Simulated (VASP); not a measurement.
# TiSi16 (a cell with a defect) in VASP: single point with PBE

Aim: the single point of TiSi16 (a cell with a defect) with PBE.

Everything below comes from runs of VASP 6.6.1. Logs are shortened: lines on timing, memory, paths and dates and some standing lists are left out, and cuts for length are marked.

**1. The cell of the first run**

The cell holds a defect, 17 atoms: a = 7.679 Å, b = 7.679 Å, c = 7.679 Å, α = 60.00°, β = 60.00°, γ = 60.00°.

**2. Single point, PBE**

Input file INCAR:

```
SYSTEM = TiSi16
PREC = Accurate
ENCUT = 520
EDIFF = 1E-6
ISMEAR = 0
SIGMA = 0.02
LREAL = Auto
LASPH = .True.
NELM = 100
ALGO = Normal
ISIF = 2
LWAVE = .False.
LCHARG = .False.
GGA = PE
NBANDS = 52
```

Input file KPOINTS:

```
regular mesh
0
Gamma
  2 2 2
  0 0 0
```

Input file POSCAR:

```
TiSi16
1.0
    0.0000000000      5.4300000000      5.4300000000
    5.4300000000      0.0000000000      5.4300000000
    5.4300000000      5.4300000000      0.0000000000
Si Ti
16 1
Direct
   -0.0002431860      0.0141807551     -0.0127759669
    0.1114003683      0.1258961326      0.1370609576
   -0.0318169429      0.0116931860      0.5082550645
    0.1137948435      0.1570524862      0.6159760589
   -0.0002652855      0.4991185083     -0.0129420810
    0.1435700737      0.6429255064      0.0707347145
    0.0180900552      0.5173171271      0.4467841621
    0.1136327808      0.6129764273      0.6158462247
    0.4826545120     -0.0179740331      0.0536346225
    0.6265511971      0.1259034991      0.1371101289
    0.5124259669      0.0116114180      0.5083707182
    0.6079390424      0.1071716390      0.6775924494
    0.5148383057      0.4991193370     -0.0127758748
    0.6265151934      0.6107678637      0.1370962247
    0.5124739411      0.4673969613      0.5082610497
    0.6578229282      0.6130849908      0.6159774401
    0.3130387661      0.8122630755      0.5620606814
```

Potentials or basis: VASP PAW PBE potentials, release 64 (Si, Ti_sv).

On the command line:

```sh
$ cat potpaw_PBE.64/Si/POTCAR potpaw_PBE.64/Ti_sv/POTCAR > POTCAR
$ mpirun -np 1 vasp_std > vasp.out
```

OUTCAR:

```text
SYSTEM = TiSi16
   PREC = Accurate
   ENCUT = 520
   EDIFF = 1E-6
   ISMEAR = 0
   LREAL = Auto
   LASPH = .True.
   NELM = 100
   ISIF = 2
   GGA = PE

 ion  position               nearest neighbor table
   1  1.000  0.014  0.987-   4 2.33   6 2.34   2 2.35  10 2.35
   2  0.111  0.126  0.137-   3 2.33   9 2.34   1 2.35   5 2.35
   3  0.968  0.012  0.508-  12 2.28   2 2.33  17 2.44   4 2.51   8 2.51
   4  0.114  0.157  0.616-   7 2.28   1 2.33  17 2.44  11 2.51   3 2.51
   5  1.000  0.499  0.987-   8 2.33   6 2.34  14 2.35   2 2.35
   6  0.144  0.643  0.071-   1 2.34  13 2.34   5 2.34   7 2.36
   7  0.018  0.517  0.447-   8 2.28   4 2.28  16 2.28   6 2.36
   8  0.114  0.613  0.616-   7 2.28   5 2.33  17 2.44   3 2.51  15 2.51
   9  0.483  0.982  0.054-  10 2.34  14 2.34   2 2.34  12 2.36
  10  0.627  0.126  0.137-  11 2.33   9 2.34   1 2.35  13 2.35
  11  0.512  0.012  0.508-  12 2.28  10 2.33  17 2.44  16 2.50   4 2.51
  12  0.608  0.107  0.678-  15 2.28   3 2.28  11 2.28   9 2.36
  13  0.515  0.499  0.987-  16 2.33   6 2.34  14 2.35  10 2.35
  14  0.627  0.611  0.137-  15 2.33   9 2.34  13 2.35   5 2.35
  15  0.512  0.467  0.508-  12 2.28  14 2.33  17 2.44  16 2.51   8 2.51
  16  0.658  0.613  0.616-   7 2.28  13 2.33  17 2.44  11 2.50  15 2.51
  17  0.313  0.812  0.562-  16 2.44   4 2.44   3 2.44  15 2.44   8 2.44  11 2.44

  LATTYP: Found a face centered cubic cell.
 ALAT       =    10.8600000000

  Lattice vectors:

 A1 = (   0.0000000000,   5.4300000000,   5.4300000000)
 A2 = (   5.4300000000,   0.0000000000,   5.4300000000)
 A3 = (   5.4300000000,   5.4300000000,   0.0000000000)

Analysis of symmetry for initial positions (statically):
=====================================================================
 Subroutine PRICEL returns:
 Original cell was already a primitive cell.

 Routine SETGRP: Setting up the symmetry group for a
 face centered cubic supercell.

 Subroutine GETGRP returns: Found  1 space group operations
 (whereof  1 operations were pure point group operations)
 out of a pool of 48 trial point group operations.

The static configuration has the point symmetry C_1 .

Analysis of symmetry for dynamics (positions and initial velocities):
=====================================================================
 Subroutine PRICEL returns:
 Original cell was already a primitive cell.

 Routine SETGRP: Setting up the symmetry group for a
 face centered cubic supercell.

 Subroutine GETGRP returns: Found  1 space group operations
 (whereof  1 operations were pure point group operations)
 out of a pool of 48 trial point group operations.

The dynamic configuration has the point symmetry C_1 .

 Subroutine INISYM returns: Found  1 space group operations
 (whereof  1 operations are pure point group operations),
 and found     1 'primitive' translations

----------------------------------------------------------------------------------------

                                     Primitive cell

  volume of cell :     320.2060

  direct lattice vectors                    reciprocal lattice vectors
     0.000000000  5.430000000  5.430000000    -0.092081031  0.092081031  0.092081031
     5.430000000  0.000000000  5.430000000     0.092081031 -0.092081031  0.092081031
     5.430000000  5.430000000  0.000000000     0.092081031  0.092081031 -0.092081031

  length of vectors
     7.679179644  7.679179644  7.679179644     0.159489025  0.159489025  0.159489025

  position of ions in fractional coordinates (direct lattice)
     0.999756814  0.014180755  0.987224033
     0.111400368  0.125896133  0.137060958
     0.968183057  0.011693186  0.508255064
     0.113794844  0.157052486  0.615976059
     0.999734715  0.499118508  0.987057919
     0.143570074  0.642925506  0.070734714
[... 9 lines left out ...]
     0.657822928  0.613084991  0.615977440
     0.313038766  0.812263075  0.562060681

  ion indices of the primitive-cell ions
   primitive index   ion index
                 1           1
                 2           2
                 3           3
                 4           4
                 5           5
                 6           6
[... 9 lines left out ...]
                16          16
                17          17

----------------------------------------------------------------------------------------

 KPOINTS: regular mesh

Automatic generation of k-mesh.
 Grid dimensions read from file:
 generate k-points for:    2    2    2

 Generating k-lattice:

  Cartesian coordinates                     Fractional coordinates (reciprocal lattice)
    -0.046040516  0.046040516  0.046040516     0.500000000  0.000000000  0.000000000
     0.046040516 -0.046040516  0.046040516     0.000000000  0.500000000  0.000000000
     0.046040516  0.046040516 -0.046040516     0.000000000  0.000000000  0.500000000

  Length of vectors
     0.079744512  0.079744512  0.079744512

  Shift w.r.t. Gamma in fractional coordinates (k-lattice)
     0.000000000  0.000000000  0.000000000

 Subroutine IBZKPT returns following result:
 ===========================================

 Found      8 irreducible k-points:

 Following reciprocal coordinates:
            Coordinates               Weight
  0.000000  0.000000  0.000000      1.000000
  0.500000  0.000000  0.000000      1.000000
  0.000000  0.500000  0.000000      1.000000
  0.000000  0.000000  0.500000      1.000000
  0.500000  0.500000  0.500000      1.000000
  0.500000  0.500000  0.000000      1.000000
  0.000000  0.500000  0.500000      1.000000
  0.500000  0.000000  0.500000      1.000000
   k-points           NKPTS =      8   k-points in BZ     NKDIM =      8   number of bands    NBANDS=     52
   number of dos      NEDOS =    301   number of ions     NIONS =     17
   total plane-waves  NPLWV = 216000
   dimension x,y,z NGX =    60 NGY =   60 NGZ =   60
   dimension x,y,z NGXF=   120 NGYF=  120 NGZF=  120
   ions per type =              16   1
   NGX,Y,Z   is equivalent  to a cutoff of  12.99, 12.99, 12.99 a.u.
   NGXF,Y,Z  is equivalent  to a cutoff of  25.98, 25.98, 25.98 a.u.
 SYSTEM =  TiSi16
   PREC   = accura    normal or accurate (medium, high low for compatibility)
   ISTART =      0    job   : 0-new  1-cont  2-samecut
   ICHARG =      2    charge: 1-file 2-atom 10-const
   ISPIN  =      1    spin polarized calculation?
   LNONCOLLINEAR =      F non collinear calculations
   LSORBIT =      F    spin-orbit coupling
   LASPH  =      T    aspherical Exc in radial PAW
   ENCUT  =  520.0 eV  38.22 Ry    6.18 a.u.  14.28 14.28 14.28*2*pi/ulx,y,z
   NELM   =    100;   NELMIN=  2; NELMDL= -5     # of ELM steps
   EDIFF  = 0.1E-05   stopping-criterion for ELM
   LREAL  =      T    real-space projection
   EDIFFG = 0.1E-04   stopping-criterion for IOM
   NSW    =      0    number of steps for IOM
   IBRION =     -1    ionic relax: 0-MD 1-quasi-New 2-CG
   NFREE  =      0    steps in history (QN), initial steepest desc. (CG)
   ISIF   =      2    stress and relaxation
   ISYM   =      2    0-nonsym 1-usesym 2-fastsym
   POTIM  = 0.5000    time-step for ionic-motion
   TEBEG  =    0.0;   TEEND  =   0.0 temperature during run
   PSTRESS=    0.0 pullay stress
   NELECT =      76.0000    total number of electrons
   NUPDOWN=      -1.0000    fix difference up-down
   EMIN   =  10.00;   EMAX   =-10.00  energy-range for DOS
   EFERMI =   0.00;   METHOD = LEGACY
   ISMEAR =     0;   SIGMA  =   0.02  broadening in eV -4-tet -1-fermi 0-gaus
   EFERMI_NEDOS =   21; number of points for ismear=-14 and -15
   IALGO  =     38    algorithm
   IMIX   =      4    mixing-type and parameters
     AMIX     =   0.40;   BMIX     =  1.00
     AMIX_MAG =   1.60;   BMIX_MAG =  1.00
  volume/ion in A,a.u.               =      18.84       127.11
  Fermi-wavevector in a.u.,A,eV,Ry     =   1.013607  1.915439 13.978610  1.027399
  Thomas-Fermi vector in A             =   2.146786
   LORBIT       =      0    0 simple, 1 ext, 2 COOP (PROOUT), +10 PAW based schemes
   GGA     = PE    functional components
   LHFCALC =     F    Hartree Fock is set to
   AEXX    =    0.0000 exact exchange contribution
   IVDW    =     0    specifies the selected vdW correction
   LEPSILON=     F    determine dielectric tensor
   LRPA    =     F    only Hartree local field effects (RPA)
 non-spin polarized calculation
 Gauss-broadening in eV      SIGMA  =   0.02
  energy-cutoff  :      520.00
  volume of cell :      320.21
 maximum number of plane-waves:      8646
 NGX is ok and might be reduce to    60
   NGX = 29   NGY = 29   NGZ = 29

 number of electron      76.0000001 magnetization

 Free energy of the ion-electron system (eV)
  ---------------------------------------------------
  ext. energy  EPLUGINS =         0.00000000
  ---------------------------------------------------
  free energy    TOTEN  =       -90.49302497 eV

  energy without entropy =      -90.48555797  energy(sigma->0) =      -90.48929147

 E-fermi :   6.9014     XC(G=0):  -9.7561

 val. band max:        6.8626954134   @ k =   0.0000   0.0000   0.0000
 cond. band min:       6.9035075958   @ k =   0.5000   0.5000   0.0000
 fundamental gap:      0.0408121823
 Fermi energy:         6.9013959567

 k-point     1 :       0.0000    0.0000    0.0000
  band No.  band energies     occupation
      1     -49.9484      2.00000
      2     -26.4193      2.00000
      3     -26.2634      2.00000
      4     -26.2625      2.00000
      5      -5.6545      2.00000
      6      -3.4410      2.00000
[... 42 lines left out ...]
     49       8.5032      0.00000
     50       8.9287      0.00000

 k-point     2 :       0.5000    0.0000    0.0000
  band No.  band energies     occupation
      1     -49.9484      2.00000
      2     -26.4193      2.00000
      3     -26.2634      2.00000
      4     -26.2625      2.00000
      5      -4.8547      2.00000
      6      -4.8226      2.00000
[... 310 lines left out ...]
 k-point     8 :       0.5000    0.0000    0.5000
  band No.  band energies     occupation
      1     -49.9484      2.00000
      2     -26.4193      2.00000
      3     -26.2634      2.00000
      4     -26.2625      2.00000
      5      -4.5700      2.00000
      6      -4.5496      2.00000
[... 42 lines left out ...]
     49       9.9663      0.00000
     50      10.4852      0.00000
 [bands above 50 left out]

------------------------ aborting loop because EDIFF is reached ----------------------------------------

  FORCE on cell =-STRESS in cart. coord.  units (eV):
  Direction    XX          YY          ZZ          XY          YZ          ZX
  --------------------------------------------------------------------------------------
  -------------------------------------------------------------------------------------
  Total       11.3945817     11.3938051     11.3769498     -1.9032734      1.8907905      1.8892943
  in kB       57.0137340     57.0098484     56.9255115     -9.5231861      9.4607272      9.4532407
  external PRESSURE =      56.9830313 kB  Pullay stress =       0.0000000 kB

 VOLUME and BASIS-vectors are now :
 -----------------------------------------------------------------------------
  energy-cutoff  :      520.00
  volume of cell :      320.21
      direct lattice vectors                 reciprocal lattice vectors
     0.000000000  5.430000000  5.430000000    -0.092081031  0.092081031  0.092081031
     5.430000000  0.000000000  5.430000000     0.092081031 -0.092081031  0.092081031
     5.430000000  5.430000000  0.000000000     0.092081031  0.092081031 -0.092081031

 POSITION                                       TOTAL-FORCE (eV/Angst)
 -----------------------------------------------------------------------------------
      5.43763     10.78931      5.50568        -0.022323     -0.004464      0.003658
      1.42786      1.34914      1.28852         0.003527      0.019880     -0.004230
      2.82332      8.01706      5.32073        -0.009446     -0.003344      0.007815
      4.19754      3.96266      1.47070         0.009413      0.008350     -0.008791
      8.06994     10.78828      8.13877        -0.004081     -0.003544      0.020289
      3.87517      1.16367      4.27067        -0.001485     -0.000405      0.000361
[... 9 lines left out ...]
      6.67381      6.91674      6.90103         0.006660      0.009660     -0.010763
      7.46258      4.75179      6.11039         0.004035     -0.000544      0.000940
 -----------------------------------------------------------------------------------
    total drift:                                0.004774     -0.002001     -0.000764

  FREE ENERGIE OF THE ION-ELECTRON SYSTEM (eV)
  ---------------------------------------------------
  free  energy   TOTEN  =       -90.4930249665 eV

  energy  without entropy=      -90.4855579704  energy(sigma->0) =      -90.48929147
```

Run time: 5.9 min. Hardware: 1 thread of Intel Xeon Platinum 8488C (Sapphire Rapids), shared host; peak memory 0.5 GiB.

What came out:

* Free energy: -90.4930 eV
* Pressure: 5.7 GPa
* Largest force: 0.024 eV/Å
* Band gap on the k mesh: zero (bands 38 and 39 overlap by 0.19 eV)

Forces on the atoms (eV/Å):
```
Si  -0.022 -0.004  0.004
Si   0.004  0.020 -0.004
Si  -0.009 -0.003  0.008
Si   0.009  0.008 -0.009
Si  -0.004 -0.004  0.020
Si  -0.001  0.000  0.000
Si   0.010  0.009 -0.010
Si   0.009  0.012 -0.001
Si  -0.002 -0.002  0.000
Si   0.004  0.004 -0.020
Si  -0.008 -0.010  0.004
Si  -0.012 -0.011  0.011
Si  -0.006 -0.023  0.003
Si   0.019  0.004 -0.004
Si  -0.001 -0.010  0.007
Si   0.007  0.010 -0.011
Ti   0.004 -0.001  0.001
```

Stress tensor (GPa, compression positive):
```
 5.70 -0.95  0.95
-0.95  5.70  0.95
 0.95  0.95  5.69
```

Caveat: the k points lie up to 0.50 Å⁻¹ apart.
